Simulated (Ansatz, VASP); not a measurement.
One calculation of BiH3Pb, two programs

```
Bi H Pb
1.0
     4.42192    0.00000    0.00000
     0.00000    4.42192    0.00000
     0.00000    0.00000    4.42192
Bi H Pb
1 3 1
Direct
  0.50000 0.50000 0.50000
  0.50000 0.00000 0.50000
  0.50000 0.50000 0.00000
  0.00000 0.50000 0.50000
  0.00000 0.00000 0.00000
```

Change from the starting cell: species swapped into the CsHgBr3 type (Pm-3m, No. 221).

Alike in both runs: task relaxation of cell and atoms; functional PBE; k mesh 8 × 8 × 8; occupations gaussian, width 0.1 eV; no spin polarisation.

|  | VASP | Ansatz |
| --- | --- | --- |
| version | VASP 6.6.1 | Ansatz 0.2.0 |
| potentials or method | VASP PAW PBE potentials, release 64 (Bi_d, H, Pb_d), cutoff 600 eV | scalar-relativistic, plane waves, PAW |
| valence electrons in the cell | 32 | 32 |

|  | VASP | Ansatz | Ansatz less VASP |
| --- | --- | --- | --- |
| gap on the k mesh at the Fermi level, each at its own relaxed structure (eV) | none | none | - |
| relaxed volume (Å³/atom) | 16.42 | 16.42 | +0.004 |
| relaxed cell length with the largest relative difference (Å) | 4.346 | 4.346 | +0.0004 |

A gap of «none» marks a metal or a gap that the smearing closes.

Neither program's run includes spin-orbit coupling.
